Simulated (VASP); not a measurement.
# Al2Si (P4/mmm) in VASP: a series of runs

Runs on Al2Si. Level: PBE. Tasks: single point.

Everything below comes from runs of VASP 6.6.1. Logs are shortened: lines on timing, memory, paths and dates and some standing lists are left out, and cuts for length are marked.

### Step 1. The cell of the first run

It takes space group P4/mmm (No. 123, tetragonal). The conventional cell has a = 2.994 Å, b = 2.994 Å, c = 8.919 Å, α = 90.00°, β = 90.00°, γ = 90.00°. Within 3.4 Å of Al (site symmetry 4mm) lie 4 Si at 2.54 Å and 10 Al at 2.62 to 3.10 Å. Within 3.4 Å of Al (site symmetry 4/mmm) lie 8 Si at 2.59 Å and 6 Al at 2.91 to 2.99 Å. Within 3.5 Å of Al (site symmetry 4/mmm) lie 12 Al at 2.62 to 2.99 Å and 2 Si at 2.96 Å. Si (site symmetry 4mm) has 9 Al at 2.54 to 2.96 Å and 5 Si at 2.99 to 3.00 Å within 3.4 Å.

### Step 2. Single point, PBE

Contents of INCAR:

```
PREC     = Accurate       # precision mode
ENCUT    = 520            # plane-wave cutoff, eV
EDIFF    = 1E-6           # SCF threshold, eV
ISMEAR   = 0              # smearing method
SIGMA    = 0.1            # smearing width, eV
LREAL    = F              # projectors in reciprocal space
LASPH    = T              # aspherical terms in the spheres
NELM     = 60             # most SCF steps
ALGO     = Normal         # electronic algorithm
ISIF     = 2              # what is computed and relaxed
LWAVE    = F              # write WAVECAR
LCHARG   = F              # write CHGCAR
GGA      = PE             # functional
NBANDS   = 19             # bands
```

Contents of KPOINTS:

```
Automatic mesh
0
Gamma
  6 6 2
```

Contents of POSCAR:

```
Al2Si
1.0
    2.9943017600      0.0000000000      0.0000000000
    0.0000000000      2.9943017600      0.0000000000
    0.0000000000      0.0000000000      8.9187940300
Al Si
4 2
Direct
    0.0000000000      0.0000000000      0.8261659700
    0.0000000000      0.0000000000      0.1738340300
    0.0000000000      0.0000000000      0.5000000000
    0.5000000000      0.5000000000      0.0000000000
    0.5000000000      0.5000000000      0.3319490000
    0.5000000000      0.5000000000      0.6680510000
```

Potentials or basis: VASP PAW PBE potentials, release 64 (Al, Si).

Run with:

```
> cat potpaw_PBE.64/Al/POTCAR potpaw_PBE.64/Si/POTCAR > POTCAR
> mpirun -np 1 vasp_std > vasp.out
```

OUTCAR:

```text
PREC = Accurate
   ENCUT = 520
   EDIFF = 1E-6
   ISMEAR = 0
   LREAL = F
   LASPH = T
   NELM = 60
   ISIF = 2
   GGA = PE

 ion  position               nearest neighbor table
   1  0.000  0.000  0.826-   6 2.54   6 2.54   6 2.54   6 2.54   4 2.62   4 2.62   4 2.62   4 2.62
                             3 2.91   2 3.10
   2  0.000  0.000  0.174-   5 2.54   5 2.54   5 2.54   5 2.54   4 2.62   4 2.62   4 2.62   4 2.62
                             3 2.91   1 3.10
   3  0.000  0.000  0.500-   5 2.59   6 2.59   5 2.59   6 2.59   5 2.59   6 2.59   5 2.59   6 2.59
                             1 2.91   2 2.91
   4  0.500  0.500  0.000-   1 2.62   2 2.62   1 2.62   2 2.62   1 2.62   2 2.62   1 2.62   2 2.62
                             5 2.96   6 2.96
   5  0.500  0.500  0.332-   2 2.54   2 2.54   2 2.54   2 2.54   3 2.59   3 2.59   3 2.59   3 2.59
                             4 2.96   6 3.00
   6  0.500  0.500  0.668-   1 2.54   1 2.54   1 2.54   1 2.54   3 2.59   3 2.59   3 2.59   3 2.59
                             4 2.96   5 3.00

  LATTYP: Found a simple tetragonal cell.
 ALAT       =     2.9943017600
 C/A-ratio  =     2.9785889148

  Lattice vectors:

 A1 = (   2.9943017600,   0.0000000000,   0.0000000000)
 A2 = (   0.0000000000,   2.9943017600,   0.0000000000)
 A3 = (   0.0000000000,   0.0000000000,   8.9187940300)

Analysis of symmetry for initial positions (statically):
=====================================================================
 Subroutine PRICEL returns:
 Original cell was already a primitive cell.

 Routine SETGRP: Setting up the symmetry group for a
 simple tetragonal supercell.

 Subroutine GETGRP returns: Found 16 space group operations
 (whereof 16 operations were pure point group operations)
 out of a pool of 16 trial point group operations.

The static configuration has the point symmetry D_4h.

Analysis of symmetry for dynamics (positions and initial velocities):
=====================================================================
 Subroutine PRICEL returns:
 Original cell was already a primitive cell.

 Routine SETGRP: Setting up the symmetry group for a
 simple tetragonal supercell.

 Subroutine GETGRP returns: Found 16 space group operations
 (whereof 16 operations were pure point group operations)
 out of a pool of 16 trial point group operations.

The dynamic configuration has the point symmetry D_4h.

 Subroutine INISYM returns: Found 16 space group operations
 (whereof 16 operations are pure point group operations),
 and found     1 'primitive' translations

----------------------------------------------------------------------------------------

                                     Primitive cell

  volume of cell :      79.9645

  direct lattice vectors                    reciprocal lattice vectors
     2.994301760  0.000000000  0.000000000     0.333967676  0.000000000  0.000000000
     0.000000000  2.994301760  0.000000000     0.000000000  0.333967676  0.000000000
     0.000000000  0.000000000  8.918794030     0.000000000  0.000000000  0.112122782

  length of vectors
     2.994301760  2.994301760  8.918794030     0.333967676  0.333967676  0.112122782

  position of ions in fractional coordinates (direct lattice)
     0.000000000  0.000000000  0.826165970
     0.000000000  0.000000000  0.173834030
     0.000000000  0.000000000  0.500000000
     0.500000000  0.500000000  0.000000000
     0.500000000  0.500000000  0.331949000
     0.500000000  0.500000000  0.668051000

  ion indices of the primitive-cell ions
   primitive index   ion index
                 1           1
                 2           2
                 3           3
                 4           4
                 5           5
                 6           6

----------------------------------------------------------------------------------------

 KPOINTS: Automatic mesh

Automatic generation of k-mesh.
 Grid dimensions read from file:
 generate k-points for:    6    6    2

 Generating k-lattice:

  Cartesian coordinates                     Fractional coordinates (reciprocal lattice)
     0.055661279  0.000000000  0.000000000     0.166666667  0.000000000  0.000000000
     0.000000000  0.055661279  0.000000000     0.000000000  0.166666667  0.000000000
     0.000000000  0.000000000  0.056061391     0.000000000  0.000000000  0.500000000

  Length of vectors
     0.055661279  0.055661279  0.056061391

  Shift w.r.t. Gamma in fractional coordinates (k-lattice)
     0.000000000  0.000000000  0.000000000

 Subroutine IBZKPT returns following result:
 ===========================================

 Found     20 irreducible k-points:

 Following reciprocal coordinates:
            Coordinates               Weight
  0.000000  0.000000  0.000000      1.000000
  0.166667  0.000000  0.000000      4.000000
  0.333333  0.000000  0.000000      4.000000
  0.500000  0.000000  0.000000      2.000000
  0.166667  0.166667  0.000000      4.000000
[... 68 lines left out ...]

  energy without entropy =      -23.76545480  energy(sigma->0) =      -23.77089874

 E-fermi :  10.8005     XC(G=0): -11.1714

 val. band max:       10.7313874533   @ k =   0.3333   0.3333   0.5000
 cond. band min:      10.8469335359   @ k =   0.3333   0.1667   0.0000
 fundamental gap:      0.1155460826
 Fermi energy:        10.8004678926

 k-point     1 :       0.0000    0.0000    0.0000
  band No.  band energies     occupation
      1      -3.1646      2.00000
      2      -1.6730      2.00000
      3      -0.3968      2.00000
      4       4.3641      2.00000
      5       4.3985      2.00000
      6      11.4425      0.00000
[... 11 lines left out ...]
     18      16.4638      0.00000
     19      18.3527      0.00000

 k-point     2 :       0.1667    0.0000    0.0000
  band No.  band energies     occupation
      1      -2.7163      2.00000
      2      -1.2313      2.00000
      3       0.0517      2.00000
      4       4.7893      2.00000
      5       4.8113      2.00000
      6       7.7925      2.00000
[... 11 lines left out ...]
     18      17.0744      0.00000
     19      18.7845      0.00000

 k-point     3 :       0.3333    0.0000    0.0000
  band No.  band energies     occupation
      1      -1.3916      2.00000
      2       0.0743      2.00000
      3       1.3805      2.00000
      4       4.0193      2.00000
      5       5.3648      2.00000
      6       5.7707      2.00000
[... 11 lines left out ...]
     18      18.0734      0.00000
     19      18.5979      0.00000

 k-point     4 :       0.5000    0.0000    0.0000
  band No.  band energies     occupation
      1       0.3317      2.00000
      2       1.4468      2.00000
      3       1.7672      2.00000
      4       2.8949      2.00000
      5       3.3365      2.00000
      6       3.8369      2.00000
[... 11 lines left out ...]
     18      17.4739      0.00000
     19      17.6509      0.00000

 k-point     5 :       0.1667    0.1667    0.0000
  band No.  band energies     occupation
      1      -2.2696      2.00000
      2      -0.7909      2.00000
      3       0.4984      2.00000
      4       5.2128      2.00000
      5       5.2221      2.00000
      6       7.9358      2.00000
[... 11 lines left out ...]
     18      18.2158      0.00000
     19      18.2486      0.00000
[... 246 lines left out ...]
      2       1.7778      2.00000
      3       2.0871      2.00000
      4       2.6532      2.00000
      5       5.1781      2.00000
      6       5.4041      2.00000
[... 11 lines left out ...]
     18      15.5397      0.00000
     19      15.8001      0.00000

 k-point    18 :       0.3333    0.3333    0.5000
  band No.  band energies     occupation
      1       0.5054      2.00000
      2       1.2905      2.00000
      3       4.5283      2.00000
      4       4.9678      2.00000
      5       5.5855      2.00000
      6       6.1353      2.00000
[... 11 lines left out ...]
     18      16.1598      0.00000
     19      16.2762      0.00000

 k-point    19 :       0.5000    0.3333    0.5000
  band No.  band energies     occupation
      1       2.1786      2.00000
      2       3.0805      2.00000
      3       3.3419      2.00000
      4       3.9180      2.00000
      5       6.3942      2.00000
      6       6.6391      2.00000
[... 11 lines left out ...]
     18      14.1210      0.00000
     19      14.4156      0.00000

 k-point    20 :       0.5000    0.5000    0.5000
  band No.  band energies     occupation
      1       3.9790      2.00000
      2       4.7461      2.00000
      3       4.7461      2.00000
      4       5.0659      2.00000
      5       5.3984      2.00000
      6       5.3984      2.00000
[... 11 lines left out ...]
     18      15.4387      0.00000
     19      15.4389      0.00000

------------------------ aborting loop because EDIFF is reached ----------------------------------------

  FORCE on cell =-STRESS in cart. coord.  units (eV):
  Direction    XX          YY          ZZ          XY          YZ          ZX
  --------------------------------------------------------------------------------------
  -------------------------------------------------------------------------------------
  Total       10.0358149     10.0358149     13.2585181      0.0000000      0.0000000      0.0000000
  in kB      201.0786499    201.0786499    265.6490713      0.0000000      0.0000000      0.0000000
  external PRESSURE =     222.6021237 kB  Pullay stress =       0.0000000 kB

 VOLUME and BASIS-vectors are now :
 -----------------------------------------------------------------------------
  energy-cutoff  :      520.00
  volume of cell :       79.96
      direct lattice vectors                 reciprocal lattice vectors
     2.994301760  0.000000000  0.000000000     0.333967676  0.000000000  0.000000000
     0.000000000  2.994301760  0.000000000     0.000000000  0.333967676  0.000000000
     0.000000000  0.000000000  8.918794030     0.000000000  0.000000000  0.112122782

 POSITION                                       TOTAL-FORCE (eV/Angst)
 -----------------------------------------------------------------------------------
      0.00000      0.00000      7.36840         0.000000      0.000000      0.052835
      0.00000      0.00000      1.55039         0.000000      0.000000     -0.052835
      0.00000      0.00000      4.45940         0.000000      0.000000      0.000000
      1.49715      1.49715      0.00000         0.000000      0.000000      0.000000
      1.49715      1.49715      2.96058         0.000000     -0.000000      0.303814
      1.49715      1.49715      5.95821         0.000000      0.000000     -0.303814
 -----------------------------------------------------------------------------------
    total drift:                               -0.000000     -0.000000      0.000000

  FREE ENERGIE OF THE ION-ELECTRON SYSTEM (eV)
  ---------------------------------------------------
  free  energy   TOTEN  =       -23.7763426793 eV

  energy  without entropy=      -23.7654547961  energy(sigma->0) =      -23.77089874
```

Wall time 11 s (1 thread of Intel Xeon Platinum 8559C (Emerald Rapids), shared host); peak memory 0.19 GiB.

What came out:

| Property | Result |
| --- | --- |
| Free energy | -23.7763 eV |
| Pressure | 22.3 GPa |
| Largest force | 0.304 eV/Å |
| Band gap on the k mesh | zero (band 10 reaches 12.59 eV, above the bottom of band 11 at 7.86 eV) |

Forces in eV/Å, atoms in the order of the input:
```
Al   0.000  0.000  0.053
Al   0.000  0.000 -0.053
Al   0.000  0.000  0.000
Al   0.000  0.000  0.000
Si   0.000  0.000  0.304
Si   0.000  0.000 -0.304
```

Levels at points of the mesh, in eV from the Fermi level:
```
           k point  band 6  band 7  band 8  band 9  band 10  band 11  band 12  band 13  band 14  band 15
(0.00, 0.00, 0.00)    0.64    0.64    1.23    1.79     1.79     2.18     2.29     3.56     3.56     3.78
(0.50, 0.00, 0.00)   -6.96   -3.09   -2.86   -1.96    -1.83     3.32     4.15     4.47     5.27     5.58
(0.50, 0.50, 0.00)   -4.89   -4.39   -3.66   -3.65    -3.65    -2.94    -2.45     0.52     0.87     0.87
(0.00, 0.00, 0.50)   -2.44    0.74    0.74    1.49     1.49     2.48     2.85     4.12     4.47     4.47
(0.50, 0.00, 0.50)   -5.81   -5.79   -4.27    0.52     1.01     1.80     1.95     3.39     4.27     5.47
(0.50, 0.50, 0.50)   -5.40   -4.11   -3.76   -2.85    -2.43    -2.43    -1.59    -1.59    -1.57    -1.19
```

### Step 3. Single point, PBE

This run uses another cell than the first one, of 15.75 Å³/atom, 1.181 times its volume.

Contents of INCAR:

```
SYSTEM = Al2Si
PREC = Accurate ; ENCUT = 520
EDIFF = 1E-7 ; ISMEAR = 0
SIGMA = 0.1 ; LREAL = .False.
LASPH = .True. ; NELM = 100
ALGO = Fast ; ISIF = 2
LWAVE = .False. ; LCHARG = .False.
GGA = PE ; NBANDS = 19
```

Contents of KPOINTS:

```
Automatic mesh
0
Gamma
  6 6 2
  0 0 0
```

Contents of POSCAR:

```
Al2Si
1.0
    2.8511809969      0.0000000000      0.0000000000
    0.0000000000      2.8511809969      0.0000000000
    0.0000000000      0.0000000000     11.6214331557
Al Si
4 2
Direct
    0.0000000000      0.0000000000      0.8282059974
    0.0000000000      0.0000000000      0.1717940026
    0.0000000000      0.0000000000      0.5000000000
    0.5000000000      0.5000000000      0.0000000000
    0.5000000000      0.5000000000      0.3378165135
    0.5000000000      0.5000000000      0.6621834865
```

Potentials or basis: VASP PAW PBE potentials, release 64 (Al, Si).

Run with:

```
> cat potpaw_PBE.64/Al/POTCAR potpaw_PBE.64/Si/POTCAR > POTCAR
> mpirun -np 1 vasp_std > vasp.out
```

It took 20 s on 1 thread of Intel Xeon Platinum 8559C (Emerald Rapids), shared host; peak memory 0.21 GiB.

It converged, with:

| Item | Value |
| --- | --- |
| Free energy | -24.8634 eV |
| Pressure | -0.4 GPa |
| Largest force | 0.143 eV/Å |
| Band gap on the k mesh | zero (band 10 reaches 12.95 eV, above the bottom of band 11 at 7.58 eV) |

Forces in eV/Å, atoms in the order of the input:
```
Al   0.000  0.000 -0.143
Al   0.000  0.000  0.143
Al   0.000  0.000  0.000
Al   0.000  0.000  0.000
Si   0.000  0.000 -0.101
Si   0.000  0.000  0.101
```

Stress tensor (GPa, compression positive):
```
 0.64  0.00  0.00
 0.00  0.64  0.00
 0.00  0.00 -2.39
```

Levels at points of the mesh, in eV from the Fermi level:
| k point | band 6 | band 7 | band 8 | band 9 | band 10 | band 11 | band 12 | band 13 | band 14 | band 15 |
| --- | --- | --- | --- | --- | --- | --- | --- | --- | --- | --- |
| (0.00, 0.00, 0.00) | -3.50 | -1.96 | 3.46 | 3.46 | 4.09 | 4.09 | 4.36 | 4.44 | 4.48 | 5.44 |
| (0.50, 0.00, 0.00) | -6.13 | -4.01 | -3.90 | -3.32 | -3.11 | 0.17 | 1.24 | 2.12 | 2.62 | 6.32 |
| (0.50, 0.50, 0.00) | -3.62 | -2.47 | -2.47 | -2.17 | -1.68 | -1.23 | -0.96 | 0.02 | 0.02 | 0.28 |
| (0.00, 0.00, 0.50) | -5.67 | 0.64 | 0.75 | 3.47 | 3.47 | 4.04 | 4.04 | 4.54 | 5.01 | 6.28 |
| (0.50, 0.00, 0.50) | -5.53 | -5.42 | -4.62 | -1.86 | -1.69 | -1.02 | -0.89 | 4.43 | 4.60 | 5.20 |
| (0.50, 0.50, 0.50) | -3.78 | -2.03 | -1.99 | -1.99 | -1.72 | -1.22 | -1.20 | -1.20 | -0.82 | -0.31 |

Caveat: the k points lie up to 0.37 Å⁻¹ apart.

### Step 4. Single point, PBE

This run uses another cell than the first one, of 15.68 Å³/atom, 1.177 times its volume.

Contents of INCAR:

```
SYSTEM = Al2Si
  ALGO = Fast
  EDIFF = 1E-6
  ENCUT = 520
  GGA = PE
  ISIF = 2
  ISMEAR = 0
  LASPH = .TRUE.
  LCHARG = .FALSE.
  LREAL = .FALSE.
  LWAVE = .FALSE.
  NBANDS = 19
  NELM = 100
  PREC = Accurate
  SIGMA = 0.1
```

Contents of KPOINTS:

```
k-points
0
G
  6 6 2
  0 0 0
```

Contents of POSCAR:

```
Al2Si
1.0
    2.8643253807      0.0000000000      0.0000000000
    0.0000000000      2.8643253807      0.0000000000
    0.0000000000      0.0000000000     11.4681451763
Al Si
4 2
Direct
    0.0000000000      0.0000000000      0.8264500211
    0.0000000000      0.0000000000      0.1735499789
    0.0000000000      0.0000000000      0.5000000000
    0.5000000000      0.5000000000      0.0000000000
    0.5000000000      0.5000000000      0.3360448821
    0.5000000000      0.5000000000      0.6639551179
```

Run with:

```
> cat potpaw_PBE.64/Al/POTCAR potpaw_PBE.64/Si/POTCAR > POTCAR
> mpirun -np 1 vasp_std > vasp.out
```

It took 14 s on 1 thread of Intel Xeon Platinum 8559C (Emerald Rapids), shared host; peak memory 0.21 GiB.

It converged, with:

```
Free energy            : -24.8839 eV
Pressure               : -0.1 GPa
Largest force          : 0.028 eV/Å
Band gap on the k mesh : zero (band 10 reaches 12.78 eV, above the bottom of band 11 at 7.52 eV)
```

Forces on the atoms (eV/Å):
```
Al   0.000  0.000 -0.028
Al   0.000  0.000  0.028
Al   0.000  0.000  0.000
Al   0.000  0.000  0.000
Si   0.000  0.000 -0.025
Si   0.000  0.000  0.025
```

Levels at points of the mesh, in eV from the Fermi level:
| k point | band 6 | band 7 | band 8 | band 9 | band 10 | band 11 | band 12 | band 13 | band 14 | band 15 |
| --- | --- | --- | --- | --- | --- | --- | --- | --- | --- | --- |
| (0.00, 0.00, 0.00) | -3.23 | -1.60 | 3.35 | 3.35 | 3.96 | 3.96 | 4.40 | 4.81 | 5.03 | 5.36 |
| (0.50, 0.00, 0.00) | -6.02 | -3.88 | -3.79 | -3.15 | -3.01 | 0.40 | 1.47 | 2.44 | 2.95 | 6.20 |
| (0.50, 0.50, 0.00) | -3.66 | -2.39 | -2.39 | -2.21 | -1.69 | -1.30 | -0.89 | 0.17 | 0.17 | 0.34 |
| (0.00, 0.00, 0.50) | -5.42 | 1.07 | 1.14 | 3.37 | 3.37 | 3.91 | 3.91 | 4.51 | 4.94 | 6.28 |
| (0.50, 0.00, 0.50) | -5.40 | -5.37 | -4.54 | -1.72 | -1.46 | -0.84 | -0.68 | 4.83 | 4.91 | 5.60 |
| (0.50, 0.50, 0.50) | -3.81 | -2.08 | -1.88 | -1.88 | -1.75 | -1.24 | -1.15 | -1.15 | -0.77 | -0.27 |

Caveat: the k points lie up to 0.37 Å⁻¹ apart.

### Step 5. Summary

```csv
cell,gap on the mesh (eV),pressure (GPa),largest force (eV/Å)
"a = 2.994, b = 2.994, c = 8.919 Å, 6 atoms",none,22.3,0.30
"a = 2.851, b = 2.851, c = 11.621 Å, 6 atoms",none,-0.4,0.14
"a = 2.864, b = 2.864, c = 11.468 Å, 6 atoms",none,-0.1,0.03
```

Alike in all rows: task single point; level PBE; potentials or basis VASP PAW PBE potentials, release 64 (Al, Si); no spin polarisation; k mesh 6 × 6 × 2; cutoff (eV) 520; smearing gaussian 0.1 eV.

Caveats: some runs use coarse meshes.

Absolute energies hang on the potentials; compare differences alone.
